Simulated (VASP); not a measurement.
# NaH (Pmmm) in VASP: further runs

NaH is run at these levels: PBE; tasks: single point.

All numbers are computed with VASP 6.6.1; they aren't measurements. Logs are shortened: lines on timing, memory, paths and dates and some standing lists are left out, and cuts for length are marked.

### 1 The cell of the first run

It takes space group Pmmm (No. 47, orthorhombic). Conventional cell: a = 2.778 Å, b = 2.955 Å, c = 3.132 Å, α = 90.00°, β = 90.00°, γ = 90.00°. Within 3.4 Å of Na (site symmetry mmm) lie 8 H at 2.56 Å and 6 Na at 2.78 to 3.13 Å. Within 3.4 Å of H (site symmetry mmm) lie 8 Na at 2.56 Å and 6 H at 2.78 to 3.13 Å.

### 2 Single point, PBE (strain -0.0600 x Voigt [1, -1, 0, 0, 0, 0])

The input, INCAR:

```
SYSTEM = NaH
  ALGO = Normal
  EDIFF = 1E-7
  ENCUT = 520
  GGA = PE
  ISIF = 2
  ISMEAR = 0
  LASPH = .TRUE.
  LCHARG = .TRUE.
  LELF = .TRUE.
  LREAL = .FALSE.
  LVHAR = .TRUE.
  LWAVE = .FALSE.
  NBANDS = 11
  NELM = 100
  PREC = Accurate
  SIGMA = 0.05
```

The input, KPOINTS:

```
k-points
0
G
  10 10 10
  0 0 0
```

The input, POSCAR:

```
NaH
1.0
    2.7778165600      0.0000000000      0.0000000000
    0.0000000000      3.1324314400      0.0000000000
    0.0000000000      0.0000000000      2.9551240000
Na H
1 1
Direct
    0.0000000000      0.0000000000      0.0000000000
    0.5000000000      0.5000000000      0.5000000000
```

Potentials or basis: VASP PAW PBE potentials, release 64 (Na_pv, H).

The run is started by

```
cat potpaw_PBE.64/Na_pv/POTCAR potpaw_PBE.64/H/POTCAR > POTCAR
mpirun -np 1 vasp_std > vasp.out
```

OUTCAR:

```text
SYSTEM = NaH
   EDIFF = 1E-7
   ENCUT = 520
   GGA = PE
   ISIF = 2
   ISMEAR = 0
   LASPH = .TRUE.
   LREAL = .FALSE.
   NELM = 100
   PREC = Accurate

 ion  position               nearest neighbor table
   1  0.000  0.000  0.000-
   2  0.500  0.500  0.500-

  LATTYP: Found a simple orthorhombic cell.
 ALAT       =     2.7778165600
 B/A-ratio  =     1.0638297872
 C/A-ratio  =     1.1276595745

  Lattice vectors:

 A1 = (  -2.7778165600,   0.0000000000,   0.0000000000)
 A2 = (   0.0000000000,   0.0000000000,   2.9551240000)
 A3 = (   0.0000000000,   3.1324314400,   0.0000000000)

Analysis of symmetry for initial positions (statically):
=====================================================================
 Subroutine PRICEL returns:
 Original cell was already a primitive cell.

 Routine SETGRP: Setting up the symmetry group for a
 simple orthorhombic supercell.

 Subroutine GETGRP returns: Found  8 space group operations
 (whereof  8 operations were pure point group operations)
 out of a pool of  8 trial point group operations.

The static configuration has the point symmetry D_2h.

Analysis of symmetry for dynamics (positions and initial velocities):
=====================================================================
 Subroutine PRICEL returns:
 Original cell was already a primitive cell.

 Routine SETGRP: Setting up the symmetry group for a
 simple orthorhombic supercell.

 Subroutine GETGRP returns: Found  8 space group operations
 (whereof  8 operations were pure point group operations)
 out of a pool of  8 trial point group operations.

The dynamic configuration has the point symmetry D_2h.

 Subroutine INISYM returns: Found  8 space group operations
 (whereof  8 operations are pure point group operations),
 and found     1 'primitive' translations

----------------------------------------------------------------------------------------

                                     Primitive cell

  volume of cell :      25.7135

  direct lattice vectors                    reciprocal lattice vectors
     2.777816560  0.000000000  0.000000000     0.359994974  0.000000000  0.000000000
     0.000000000  3.132431440  0.000000000     0.000000000  0.319240826  0.000000000
     0.000000000  0.000000000  2.955124000     0.000000000  0.000000000  0.338395275

  length of vectors
     2.777816560  3.132431440  2.955124000     0.359994974  0.319240826  0.338395275

  position of ions in fractional coordinates (direct lattice)
     0.000000000  0.000000000  0.000000000
     0.500000000  0.500000000  0.500000000

  ion indices of the primitive-cell ions
   primitive index   ion index
                 1           1
                 2           2

----------------------------------------------------------------------------------------

 KPOINTS: k-points

Automatic generation of k-mesh.
 Grid dimensions read from file:
 generate k-points for:   10   10   10

 Generating k-lattice:

  Cartesian coordinates                     Fractional coordinates (reciprocal lattice)
     0.035999497  0.000000000  0.000000000     0.100000000  0.000000000  0.000000000
     0.000000000  0.031924083  0.000000000     0.000000000  0.100000000  0.000000000
     0.000000000  0.000000000  0.033839528     0.000000000  0.000000000  0.100000000

  Length of vectors
     0.035999497  0.031924083  0.033839528

  Shift w.r.t. Gamma in fractional coordinates (k-lattice)
     0.000000000  0.000000000  0.000000000

 Subroutine IBZKPT returns following result:
 ===========================================

 Found    216 irreducible k-points:

 Following reciprocal coordinates:
            Coordinates               Weight
  0.000000  0.000000  0.000000      1.000000
  0.100000  0.000000  0.000000      2.000000
  0.200000  0.000000  0.000000      2.000000
  0.300000  0.000000  0.000000      2.000000
  0.400000  0.000000  0.000000      2.000000
  0.500000  0.000000  0.000000      1.000000
[... 16 lines left out ...]
  0.400000  0.300000  0.000000      4.000000
  0.500000  0.300000  0.000000      2.000000
 [... further k-points ...]
   k-points           NKPTS =    216   k-points in BZ     NKDIM =    216   number of bands    NBANDS=     11
   number of dos      NEDOS =    301   number of ions     NIONS =      2
   total plane-waves  NPLWV =  13824
   dimension x,y,z NGX =    24 NGY =   24 NGZ =   24
   dimension x,y,z NGXF=    48 NGYF=   48 NGZF=   48
   ions per type =               1   1
   NGX,Y,Z   is equivalent  to a cutoff of  14.36, 12.74, 13.50 a.u.
   NGXF,Y,Z  is equivalent  to a cutoff of  28.73, 25.47, 27.00 a.u.
 SYSTEM =  NaH
   PREC   = accura    normal or accurate (medium, high low for compatibility)
   ISTART =      0    job   : 0-new  1-cont  2-samecut
   ICHARG =      2    charge: 1-file 2-atom 10-const
   ISPIN  =      1    spin polarized calculation?
   LNONCOLLINEAR =      F non collinear calculations
   LSORBIT =      F    spin-orbit coupling
   LASPH  =      T    aspherical Exc in radial PAW
   ENCUT  =  520.0 eV  38.22 Ry    6.18 a.u.   5.16  5.82  5.49*2*pi/ulx,y,z
   NELM   =    100;   NELMIN=  2; NELMDL= -5     # of ELM steps
   EDIFF  = 0.1E-06   stopping-criterion for ELM
   LREAL  =      F    real-space projection
   EDIFFG = 0.1E-05   stopping-criterion for IOM
   NSW    =      0    number of steps for IOM
   IBRION =     -1    ionic relax: 0-MD 1-quasi-New 2-CG
   NFREE  =      0    steps in history (QN), initial steepest desc. (CG)
   ISIF   =      2    stress and relaxation
   ISYM   =      2    0-nonsym 1-usesym 2-fastsym
   POTIM  = 0.5000    time-step for ionic-motion
   TEBEG  =    0.0;   TEEND  =   0.0 temperature during run
   PSTRESS=    0.0 pullay stress
   NELECT =       8.0000    total number of electrons
   NUPDOWN=      -1.0000    fix difference up-down
   EMIN   =  10.00;   EMAX   =-10.00  energy-range for DOS
   EFERMI =   0.00;   METHOD = LEGACY
   ISMEAR =     0;   SIGMA  =   0.05  broadening in eV -4-tet -1-fermi 0-gaus
   EFERMI_NEDOS =   21; number of points for ismear=-14 and -15
   IALGO  =     38    algorithm
   IMIX   =      4    mixing-type and parameters
     AMIX     =   0.40;   BMIX     =  1.00
     AMIX_MAG =   1.60;   BMIX_MAG =  1.00
  volume/ion in A,a.u.               =      12.86        86.76
  Fermi-wavevector in a.u.,A,eV,Ry     =   1.109306  2.096284 16.742771  1.230559
  Thomas-Fermi vector in A             =   2.245844
   LORBIT       =      0    0 simple, 1 ext, 2 COOP (PROOUT), +10 PAW based schemes
   GGA     = PE    functional components
   LHFCALC =     F    Hartree Fock is set to
   AEXX    =    0.0000 exact exchange contribution
   IVDW    =     0    specifies the selected vdW correction
   LEPSILON=     F    determine dielectric tensor
   LRPA    =     F    only Hartree local field effects (RPA)
 non-spin polarized calculation
 Gauss-broadening in eV      SIGMA  =   0.05
  energy-cutoff  :      520.00
  volume of cell :       25.71
 maximum number of plane-waves:       712
 NGX is ok and might be reduce to    24
   NGX = 11   NGY = 11   NGZ = 11

 number of electron       8.0000007 magnetization

 Free energy of the ion-electron system (eV)
  ---------------------------------------------------
  ext. energy  EPLUGINS =         0.00000000
  ---------------------------------------------------
  free energy    TOTEN  =        -4.70621941 eV

  energy without entropy =       -4.70621941  energy(sigma->0) =       -4.70621941

 E-fermi :   1.6067     XC(G=0):  -8.1747

 val. band max:        1.4094103855   @ k =   0.5000   0.5000   0.5000
 cond. band min:       1.7963991180   @ k =   0.0000   0.5000   0.0000
 fundamental gap:      0.3869887325
 Fermi energy:         1.6067060478

 k-point     1 :       0.0000    0.0000    0.0000
  band No.  band energies     occupation
      1     -23.2996      2.00000
      2     -23.2995      2.00000
      3     -23.2820      2.00000
      4      -4.6006      2.00000
      5       9.3721      0.00000
      6      11.7692      0.00000
      7      11.9578      0.00000
      8      13.5735      0.00000
      9      13.8082      0.00000
     10      16.0145      0.00000
     11      25.3848      0.00000

 k-point     2 :       0.1000    0.0000    0.0000
  band No.  band energies     occupation
      1     -23.3097      2.00000
      2     -23.2969      2.00000
      3     -23.2967      2.00000
      4      -4.4205      2.00000
      5       9.3347      0.00000
      6      11.4068      0.00000
      7      12.0972      0.00000
      8      12.1491      0.00000
      9      13.9445      0.00000
     10      18.3967      0.00000
     11      25.3551      0.00000

 k-point     3 :       0.2000    0.0000    0.0000
  band No.  band energies     occupation
      1     -23.3817      2.00000
      2     -23.2899      2.00000
      3     -23.2891      2.00000
      4      -3.8956      2.00000
      5       7.9870      0.00000
      6      10.5103      0.00000
      7      12.5092      0.00000
      8      12.5663      0.00000
      9      14.3459      0.00000
     10      21.8130      0.00000
     11      22.7606      0.00000

 k-point     4 :       0.3000    0.0000    0.0000
  band No.  band energies     occupation
      1     -23.4697      2.00000
      2     -23.2812      2.00000
      3     -23.2798      2.00000
      4      -3.0832      2.00000
      5       5.6843      0.00000
      6      10.9420      0.00000
      7      13.1655      0.00000
      8      13.4161      0.00000
      9      14.9796      0.00000
     10      20.4672      0.00000
     11      21.1419      0.00000
[... 239 lines left out ...]
 k-point    22 :       0.3000    0.3000    0.0000
  band No.  band energies     occupation
      1     -23.4595      2.00000
      2     -23.3460      2.00000
      3     -23.2760      2.00000
      4      -2.0949      2.00000
      5       5.2846      0.00000
      6       7.1613      0.00000
      7      12.6096      0.00000
      8      15.4812      0.00000
      9      16.0591      0.00000
     10      20.4430      0.00000
     11      21.0707      0.00000

 k-point    23 :       0.4000    0.3000    0.0000
  band No.  band energies     occupation
      1     -23.5278      2.00000
      2     -23.3358      2.00000
      3     -23.2692      2.00000
      4      -1.2983      2.00000
      5       4.9565      0.00000
      6       6.6790      0.00000
      7      11.3784      0.00000
      8      15.3883      0.00000
      9      16.9514      0.00000
     10      20.7138      0.00000
     11      20.7665      0.00000

 k-point    24 :       0.5000    0.3000    0.0000
  band No.  band energies     occupation
      1     -23.5537      2.00000
      2     -23.3319      2.00000
      3     -23.2666      2.00000
      4      -0.8898      2.00000
      5       4.3042      0.00000
      6       7.1606      0.00000
      7      10.6147      0.00000
      8      15.5370      0.00000
      9      17.4970      0.00000
     10      20.1709      0.00000
     11      20.7862      0.00000

 [... further k-points ...]

------------------------ aborting loop because EDIFF is reached ----------------------------------------

  FORCE on cell =-STRESS in cart. coord.  units (eV):
  Direction    XX          YY          ZZ          XY          YZ          ZX
  --------------------------------------------------------------------------------------
  -------------------------------------------------------------------------------------
  Total        1.1763373     -1.0303565      0.0471080      0.0000000      0.0000000      0.0000000
  in kB       73.2962220    -64.2003285      2.9352431      0.0000000      0.0000000      0.0000000
  external PRESSURE =       4.0103788 kB  Pullay stress =       0.0000000 kB

 VOLUME and BASIS-vectors are now :
 -----------------------------------------------------------------------------
  energy-cutoff  :      520.00
  volume of cell :       25.71
      direct lattice vectors                 reciprocal lattice vectors
     2.777816560  0.000000000  0.000000000     0.359994974  0.000000000  0.000000000
     0.000000000  3.132431440  0.000000000     0.000000000  0.319240826  0.000000000
     0.000000000  0.000000000  2.955124000     0.000000000  0.000000000  0.338395275

 POSITION                                       TOTAL-FORCE (eV/Angst)
 -----------------------------------------------------------------------------------
      0.00000      0.00000      0.00000         0.000000      0.000000      0.000000
      1.38891      1.56622      1.47756         0.000000      0.000000      0.000000
 -----------------------------------------------------------------------------------
    total drift:                                0.000000      0.000000      0.000000

  FREE ENERGIE OF THE ION-ELECTRON SYSTEM (eV)
  ---------------------------------------------------
  free  energy   TOTEN  =        -4.7062194141 eV

  energy  without entropy=       -4.7062194140  energy(sigma->0) =       -4.70621941
```

Run time: 18 s. Hardware: 1 thread of Intel Xeon Platinum 8488C (Sapphire Rapids), shared host; peak memory 0.17 GiB.

What came out:

* Free energy: -4.7062 eV
* Pressure: 0.4 GPa
* Band gap on the k mesh: 0.39 eV (least direct gap 4.22 eV)

Stress tensor (GPa, compression positive):
```
 7.33  0.00  0.00
 0.00 -6.42  0.00
 0.00  0.00  0.29
```

Caveat: the cell differs from its parent crystal (strain -0.0600 x Voigt [1, -1, 0, 0, 0, 0]). A k mesh can miss the band edges.

(Part 1 of 2 ends here.)
